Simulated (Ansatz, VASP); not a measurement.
**Two plane-wave programs on NbMo2S6**

The input INCAR:

```
PREC = Accurate ; ENCUT = 520
EDIFF = 1E-6 ; ISMEAR = 0
SIGMA = 0.1 ; LREAL = F
LASPH = T ; NELM = 100
ALGO = Normal ; ISIF = 2
LWAVE = F ; LCHARG = F
GGA = PE ; NBANDS = 48
```

Contents of KPOINTS:

```
regular mesh
0
Gamma
  6 6 1
```

The input POSCAR:

```
NbMo2S6
1.0
    3.2397879000      0.0000000000      0.0000000000
   -1.6198940000      2.8057386000      0.0000000000
    0.0000000000      0.0000000000     22.5198485000
Nb Mo S
1 2 6
Direct
    0.0000000000      0.0000000000      0.0000000000
    0.0000000000      0.0000000000      0.6705060000
    0.0000000000      0.0000000000      0.3294940000
    0.3333333000      0.6666667000      0.7390880000
    0.3333333000      0.6666667000      0.0709770000
    0.3333333000      0.6666667000      0.3980890000
    0.3333333000      0.6666667000      0.9290230000
    0.3333333000      0.6666667000      0.2609120000
    0.3333333000      0.6666667000      0.6019110000
```

Input for Ansatz:

```yaml
crystal:
  lattice:
    - [3.2397879, 0.0, 0.0]
    - [-1.619894, 2.8057386, 0.0]
    - [0.0, 0.0, 22.5198485]
  atoms:
    - { symbol: Nb, position: [0.0, 0.0, 0.0] }
    - { symbol: Mo, position: [0.0, 0.0, 0.670506] }
    - { symbol: Mo, position: [0.0, 0.0, 0.329494] }
    - { symbol: S, position: [0.3333333, 0.6666667, 0.739088] }
    - { symbol: S, position: [0.3333333, 0.6666667, 0.070977] }
    - { symbol: S, position: [0.3333333, 0.6666667, 0.398089] }
    - { symbol: S, position: [0.3333333, 0.6666667, 0.929023] }
    - { symbol: S, position: [0.3333333, 0.6666667, 0.260912] }
    - { symbol: S, position: [0.3333333, 0.6666667, 0.601911] }
basis:
  ecutwfc: 420
kpoints:
  mp_grid: { grid: [6, 6, 1] }
hamiltonian:
  xc: pbe
scf:
  occupations: { method: gaussian, width: 0.1 }
  lower_state_search: "off"
output:
  forces: true
  stress: true
  eigenvalues: true
```

Alike in both runs: task single point; functional PBE; k mesh 6 × 6 × 1; occupations gaussian, width 0.1 eV; no spin polarisation.

|  | VASP | Ansatz |
| --- | --- | --- |
| version | VASP 6.6.1 | Ansatz 0.2.0 |
| potentials or method | VASP PAW PBE potentials, release 64 (Nb_sv, Mo_sv, S), cutoff 520 eV | scalar-relativistic, plane waves, PAW |
| valence electrons in the cell | 77 | 77 |

```csv
,VASP,Ansatz,Ansatz less VASP
gap on the k mesh at the Fermi level (eV),none,none,-
pressure (GPa),-0.2,0.0,+0.19
"traceless stress, the component that is largest in VASP (GPa)",0.09,0.05,-0.038
rms of the force components (eV/Å),0.008,0.005,-0.0035
```

Atom by atom the forces differ by 0.013 eV/Å (rms over components). A gap of «none» marks a metal or a gap that the smearing closes.

The k mesh is coarse, so the values compare programs but aren't converged.
